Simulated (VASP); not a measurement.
Set up this calculation in VASP 6.6.1, as the native input.

```
Task                   : relaxation of the atoms
Functional             : PBE
Potentials or basis    : VASP PAW PBE potentials, release 64 (Al, N)
Cutoff                 : 520 eV
k mesh                 : 8 × 8 × 5
Occupations            : gaussian, width 0.05 eV
Spin                   : no spin polarisation
Dipole correction      : no
Further INCAR settings : ALGO = Normal; EDIFF = 1e-06; IBRION = 2; EDIFFG = -0.003; NSW = 80
```

The structure of AlN lies in POSCAR:

```
AlN
1.0
    3.1110000000      0.0000000000      0.0000000000
   -1.5555000000      2.6942050300      0.0000000000
    0.0000000000      0.0000000000      5.0108860000
Al N
2 2
Direct
    0.3333333333      0.6666666667      0.0000000000
    0.6666666667      0.3333333333      0.5000000000
    0.3333333333      0.6666666667      0.3820000000
    0.6666666667      0.3333333333      0.8820000000
```

One way to write it, as run:

INCAR

```
SYSTEM = AlN
PREC     = Accurate       ! precision mode
ENCUT    = 520            ! plane-wave cutoff, eV
EDIFF    = 1E-6           ! SCF threshold, eV
ISMEAR   = 0              ! smearing method
SIGMA    = 0.05           ! smearing width, eV
LREAL    = .False.        ! projectors in reciprocal space
LASPH    = .True.         ! aspherical terms in the spheres
NELM     = 100            ! most SCF steps
ALGO     = Normal         ! electronic algorithm
ISIF     = 2              ! what is computed and relaxed
LWAVE    = .False.        ! write WAVECAR
LCHARG   = .False.        ! write CHGCAR
GGA      = PE             ! functional
IBRION   = 2              ! ionic algorithm
NSW      = 80             ! ionic steps
EDIFFG   = -0.003         ! ionic threshold
```

KPOINTS

```
regular mesh
0
Gamma
  8 8 5
  0 0 0
```

Potentials or basis: VASP PAW PBE potentials, release 64 (Al, N).

Run with:

```sh
$ cat potpaw_PBE.64/Al/POTCAR potpaw_PBE.64/N/POTCAR > POTCAR
$ mpirun -np 1 vasp_std > vasp.out
```

Results of the run:

```json
{"Energy gained by relaxing": "0.1 meV/atom", "Ionic steps": "3", "Pressure after relaxing": "2.5 GPa", "Band gap on the k mesh": "4.19 eV"}
```

It took 28 s on 1 thread of Intel Xeon 8259CL, with other jobs on the host, peak memory 0.16 GiB.
